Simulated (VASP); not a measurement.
# N (Cm) in VASP: notebook, part 2 of 2

VASP 6.6.1. Earlier steps stand in the parts before.

### 4 Single point, PBEsol (atom 1 (N) moved by (-0.450, +0.000) A along y and z)

Input file INCAR:

```
PREC     = Accurate       # precision mode
ENCUT    = 520            # plane-wave cutoff, eV
EDIFF    = 1E-7           # SCF threshold, eV
ISMEAR   = 0              # smearing method
SIGMA    = 0.05           # smearing width, eV
LREAL    = False          # projectors in reciprocal space
LASPH    = True           # aspherical terms in the spheres
NELM     = 80             # most SCF steps
ALGO     = Normal         # electronic algorithm
ISIF     = 2              # what is computed and relaxed
LWAVE    = False          # write WAVECAR
LCHARG   = False          # write CHGCAR
GGA      = PS             # functional
NBANDS   = 18             # bands
```

Input file KPOINTS:

```
regular mesh
0
Gamma
  6 6 4
```

Input file POSCAR:

```
N
1.0
    4.1672328106      0.0000000000      0.0000000000
   -2.0836164053      3.6089294775      0.0000000000
    0.0000000000      0.0000000000      7.0060035100
N
4
Direct
    0.2709879754      0.5419759508      0.3289300400
    0.3333333333      0.6666666667      0.1710699600
    0.6666666667      0.3333333333      0.8289300400
    0.6666666667      0.3333333333      0.6710699600
```

Potentials or basis: VASP PAW PBE potentials, release 64 (N).

On the command line:

```sh
$ cat potpaw_PBE.64/N/POTCAR > POTCAR
$ mpirun -np 1 vasp_std > vasp.out
```

OUTCAR:

```text
PREC = Accurate
   ENCUT = 520
   EDIFF = 1E-7
   ISMEAR = 0
   LREAL = False
   LASPH = True
   NELM = 80
   ISIF = 2
   GGA = PS

 ion  position               nearest neighbor table
   1  0.271  0.542  0.329-   2 1.19
   2  0.333  0.667  0.171-   1 1.19
   3  0.667  0.333  0.829-   4 1.11
   4  0.667  0.333  0.671-   3 1.11

  LATTYP: Found a hexagonal cell.
 ALAT       =     4.1672328106
 C/A-ratio  =     1.6812124084

  Lattice vectors:

 A1 = (   4.1672328106,   0.0000000000,   0.0000000000)
 A2 = (  -2.0836164053,   3.6089294775,   0.0000000000)
 A3 = (   0.0000000000,   0.0000000000,   7.0060035100)

Analysis of symmetry for initial positions (statically):
=====================================================================
 Subroutine PRICEL returns:
 Original cell was already a primitive cell.

 Routine SETGRP: Setting up the symmetry group for a
 hexagonal supercell.

 Subroutine GETGRP returns: Found  2 space group operations
 (whereof  2 operations were pure point group operations)
 out of a pool of 24 trial point group operations.

The static configuration has the point symmetry C_1h.

Analysis of symmetry for dynamics (positions and initial velocities):
=====================================================================
 Subroutine PRICEL returns:
 Original cell was already a primitive cell.

 Routine SETGRP: Setting up the symmetry group for a
 hexagonal supercell.

 Subroutine GETGRP returns: Found  2 space group operations
 (whereof  2 operations were pure point group operations)
 out of a pool of 24 trial point group operations.

The dynamic configuration has the point symmetry C_1h.

 Subroutine INISYM returns: Found  2 space group operations
 (whereof  2 operations are pure point group operations),
 and found     1 'primitive' translations

----------------------------------------------------------------------------------------

                                     Primitive cell

  volume of cell :     105.3650

  direct lattice vectors                    reciprocal lattice vectors
     4.167232811  0.000000000  0.000000000     0.239967395  0.138545240  0.000000000
    -2.083616405  3.608929477  0.000000000     0.000000000  0.277090480  0.000000000
     0.000000000  0.000000000  7.006003510     0.000000000  0.000000000  0.142734727

  length of vectors
     4.167232811  4.167232811  7.006003510     0.277090480  0.277090480  0.142734727

  position of ions in fractional coordinates (direct lattice)
     0.270987975  0.541975951  0.328930040
     0.333333333  0.666666667  0.171069960
     0.666666667  0.333333333  0.828930040
     0.666666667  0.333333333  0.671069960

  ion indices of the primitive-cell ions
   primitive index   ion index
                 1           1
                 2           2
                 3           3
                 4           4

----------------------------------------------------------------------------------------

 KPOINTS: regular mesh

Automatic generation of k-mesh.
 Grid dimensions read from file:
 generate k-points for:    6    6    4

 Generating k-lattice:

  Cartesian coordinates                     Fractional coordinates (reciprocal lattice)
     0.039994566  0.023090873  0.000000000     0.166666667  0.000000000  0.000000000
     0.000000000  0.046181747  0.000000000     0.000000000  0.166666667  0.000000000
     0.000000000  0.000000000  0.035683682     0.000000000  0.000000000  0.250000000

  Length of vectors
     0.046181747  0.046181747  0.035683682

  Shift w.r.t. Gamma in fractional coordinates (k-lattice)
     0.000000000  0.000000000  0.000000000

 Subroutine IBZKPT returns following result:
 ===========================================

 Found     47 irreducible k-points:

 Following reciprocal coordinates:
            Coordinates               Weight
  0.000000  0.000000  0.000000      1.000000
  0.166667  0.000000  0.000000      4.000000
  0.000000  0.166667  0.000000      2.000000
  0.333333  0.000000  0.000000      4.000000
  0.000000  0.333333  0.000000      2.000000
  0.500000  0.000000  0.000000      2.000000
[... 16 lines left out ...]
  0.500000  0.000000  0.250000      4.000000
  0.000000  0.500000  0.250000      2.000000
 [... further k-points ...]
   k-points           NKPTS =     47   k-points in BZ     NKDIM =     47   number of bands    NBANDS=     18
   number of dos      NEDOS =    301   number of ions     NIONS =      4
   total plane-waves  NPLWV =  55296
   dimension x,y,z NGX =    32 NGY =   32 NGZ =   54
   dimension x,y,z NGXF=    64 NGYF=   64 NGZF=  108
   ions per type =               4
   NGX,Y,Z   is equivalent  to a cutoff of  12.77, 12.77, 12.81 a.u.
   NGXF,Y,Z  is equivalent  to a cutoff of  25.53, 25.53, 25.63 a.u.
 SYSTEM =  unknown system
   PREC   = accura    normal or accurate (medium, high low for compatibility)
   ISTART =      0    job   : 0-new  1-cont  2-samecut
   ICHARG =      2    charge: 1-file 2-atom 10-const
   ISPIN  =      1    spin polarized calculation?
   LNONCOLLINEAR =      F non collinear calculations
   LSORBIT =      F    spin-orbit coupling
   LASPH  =      T    aspherical Exc in radial PAW
   ENCUT  =  520.0 eV  38.22 Ry    6.18 a.u.   7.75  7.75 13.03*2*pi/ulx,y,z
   NELM   =     80;   NELMIN=  2; NELMDL= -5     # of ELM steps
   EDIFF  = 0.1E-06   stopping-criterion for ELM
   LREAL  =      F    real-space projection
   EDIFFG = 0.1E-05   stopping-criterion for IOM
   NSW    =      0    number of steps for IOM
   IBRION =     -1    ionic relax: 0-MD 1-quasi-New 2-CG
   NFREE  =      0    steps in history (QN), initial steepest desc. (CG)
   ISIF   =      2    stress and relaxation
   ISYM   =      2    0-nonsym 1-usesym 2-fastsym
   POTIM  = 0.5000    time-step for ionic-motion
   TEBEG  =    0.0;   TEEND  =   0.0 temperature during run
   PSTRESS=    0.0 pullay stress
   NELECT =      20.0000    total number of electrons
   NUPDOWN=      -1.0000    fix difference up-down
   EMIN   =  10.00;   EMAX   =-10.00  energy-range for DOS
   EFERMI =   0.00;   METHOD = LEGACY
   ISMEAR =     0;   SIGMA  =   0.05  broadening in eV -4-tet -1-fermi 0-gaus
   EFERMI_NEDOS =   21; number of points for ismear=-14 and -15
   IALGO  =     38    algorithm
   IMIX   =      4    mixing-type and parameters
     AMIX     =   0.40;   BMIX     =  1.00
     AMIX_MAG =   1.60;   BMIX_MAG =  1.00
  volume/ion in A,a.u.               =      26.34       177.76
  Fermi-wavevector in a.u.,A,eV,Ry     =   0.940848  1.777944 12.043801  0.885194
  Thomas-Fermi vector in A             =   2.068300
   LORBIT       =      0    0 simple, 1 ext, 2 COOP (PROOUT), +10 PAW based schemes
   GGA     = PS    functional components
   LHFCALC =     F    Hartree Fock is set to
   AEXX    =    0.0000 exact exchange contribution
   IVDW    =     0    specifies the selected vdW correction
   LEPSILON=     F    determine dielectric tensor
   LRPA    =     F    only Hartree local field effects (RPA)
 non-spin polarized calculation
 Gauss-broadening in eV      SIGMA  =   0.05
  energy-cutoff  :      520.00
  volume of cell :      105.37
 maximum number of plane-waves:      2882
   NGX = 15   NGY = 15   NGZ = 27

 number of electron      20.0000001 magnetization

 Free energy of the ion-electron system (eV)
  ---------------------------------------------------
  ext. energy  EPLUGINS =         0.00000000
  ---------------------------------------------------
  free energy    TOTEN  =       -33.70848091 eV

  energy without entropy =      -33.70848091  energy(sigma->0) =      -33.70848091

 E-fermi :  -6.4175     XC(G=0):  -5.8632

 val. band max:       -6.6448052147   @ k =   0.0000   0.0000   0.0000
 cond. band min:      -0.1583307254   @ k =   0.3333   0.3333   0.0000
 fundamental gap:      6.4864744893
 Fermi energy:        -6.4174922300

 k-point     1 :       0.0000    0.0000    0.0000
  band No.  band energies     occupation
      1     -25.2698      2.00000
      2     -23.8362      2.00000
      3     -11.1552      2.00000
      4     -10.2787      2.00000
      5      -8.5116      2.00000
      6      -8.5080      2.00000
[... 10 lines left out ...]
     17       5.7899      0.00000
     18       9.8287      0.00000
[... 463 lines left out ...]
 k-point    24 :       0.0000    0.5000    0.2500
  band No.  band energies     occupation
      1     -25.2557      2.00000
      2     -23.8165      2.00000
      3     -11.0165      2.00000
      4     -10.3785      2.00000
      5      -8.7878      2.00000
      6      -8.5720      2.00000
[... 10 lines left out ...]
     17       6.1689      0.00000
     18       6.5915      0.00000

 [... further k-points ...]
[... 5 lines left out ...]
  --------------------------------------------------------------------------------------
  -------------------------------------------------------------------------------------
  Total        0.0635906     -1.5586435     -8.3474499      0.0000000      3.7843919      0.0000000
  in kB        0.9669560    -23.7006830   -126.9310565      0.0000000     57.5453421      0.0000000
  external PRESSURE =     -49.8882612 kB  Pullay stress =       0.0000000 kB

 VOLUME and BASIS-vectors are now :
 -----------------------------------------------------------------------------
  energy-cutoff  :      520.00
  volume of cell :      105.37
      direct lattice vectors                 reciprocal lattice vectors
     4.167232811  0.000000000  0.000000000     0.239967395  0.138545240  0.000000000
    -2.083616405  3.608929477  0.000000000     0.000000000  0.277090480  0.000000000
     0.000000000  0.000000000  7.006003510     0.000000000  0.000000000  0.142734727

 POSITION                                       TOTAL-FORCE (eV/Angst)
 -----------------------------------------------------------------------------------
     -0.00000      1.95595      2.30449        -0.000000      3.469102     -8.520085
     -0.00000      2.40595      1.19852         0.000000     -3.463535      8.508159
      2.08362      1.20298      5.80749        -0.000000      0.015427      0.905985
      2.08362      1.20298      4.70152        -0.000000     -0.020994     -0.894060
 -----------------------------------------------------------------------------------
    total drift:                               -0.000000     -0.000005      0.000175

  FREE ENERGIE OF THE ION-ELECTRON SYSTEM (eV)
  ---------------------------------------------------
  free  energy   TOTEN  =       -33.7084809059 eV

  energy  without entropy=      -33.7084809059  energy(sigma->0) =      -33.70848091
```

Wall time 56 s (1 thread of Intel Xeon Platinum 8488C (Sapphire Rapids), shared host); peak memory 0.24 GiB.

Results:

```
Free energy            : -33.7085 eV
Pressure               : -5.0 GPa
Largest force          : 9.199 eV/Å
Band gap on the k mesh : 6.49 eV, indirect (least direct gap 6.69 eV)
```

Forces in eV/Å, atoms in the order of the input:
```
N    0.000  3.469 -8.520
N    0.000 -3.464  8.508
N    0.000  0.015  0.906
N    0.000 -0.021 -0.894
```

Caveat: the cell differs from its parent crystal (atom 1 (N) moved by (-0.450, +0.000) A along y and z); the standard files for N, O and F lose accuracy on very short bonds; the PAW data sets were made with another functional, which shifts forces and pressure a little. A k mesh can miss the band edges.
